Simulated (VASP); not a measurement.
Wanted: the native input for a VASP 6.6.1 run.

- Task: relaxation of cell and atoms
- Functional: PBE
- Potentials or basis: VASP PAW PBE potentials, release 64 (Hf_pv, Sn_d, S)
- Cutoff: 600 eV
- k mesh: 10 × 10 × 6
- Occupations: gaussian, width 0.1 eV
- Spin: no spin polarisation
- Dipole correction: no
- Further INCAR settings: ALGO = Normal; EDIFF = 1e-06; IBRION = 2; EDIFFG = -0.01; NSW = 100; ISIF = 3

The structure of Hf2SnS2 lies in POSCAR:

```
Hf2SnS2
1.0
    4.2186548889      0.0000000000      0.0000000000
    0.0000000000      4.2186548889      0.0000000000
    0.0000000000      0.0000000000      6.2794740815
Hf Sn S
2 1 2
Direct
    0.0000000000      0.5000000000      0.5000000000
    0.5000000000      0.0000000000      0.5000000000
    0.0000000000      0.0000000000      0.0000000000
    0.5000000000      0.5000000000      0.2481968854
    0.5000000000      0.5000000000      0.7518031146
```

One way to write it, as run:

INCAR

```
SYSTEM = Hf2SnS2
PREC = Accurate
ENCUT = 600
EDIFF = 1E-6
ISMEAR = 0
SIGMA = 0.1
LREAL = .False.
LASPH = .True.
NELM = 100
ALGO = Normal
ISIF = 3
LWAVE = .False.
LCHARG = .False.
GGA = PE
IBRION = 2
NSW = 100
EDIFFG = -0.01
```

KPOINTS

```
Automatic mesh
0
Gamma
  10 10 6
  0 0 0
```

Potentials or basis: VASP PAW PBE potentials, release 64 (Hf_pv, Sn_d, S).

Launch:

```console
$ cat potpaw_PBE.64/Hf_pv/POTCAR potpaw_PBE.64/Sn_d/POTCAR potpaw_PBE.64/S/POTCAR > POTCAR
$ mpirun -np 1 vasp_std > vasp.out
```

Results of the run:

```json
{
 "Relaxed volume": "22.28 Å³/atom",
 "Relaxed cell": "a = 4.210 Å, b = 4.210 Å, c = 6.286 Å, α = 90.00°, β = 90.00°, γ = 90.00°",
 "Space group after relaxing (to 0.05 Å)": "P4/mmm (No. 123)",
 "Energy gained by relaxing": "0.2 meV/atom",
 "Ionic steps": "6",
 "Pressure after relaxing": "0.0 GPa",
 "Band gap on the k mesh": "zero (band 23 reaches 6.84 eV, above the bottom of band 24 at 5.65 eV)"
}
```

Caveat: spin-orbit coupling is left out, which moves the levels of the heavy elements.

Run time: 7.1 min on 1 thread of Intel(R) Xeon(R) 6975P-C (Granite Rapids) (shared host), peak memory 0.47 GiB.
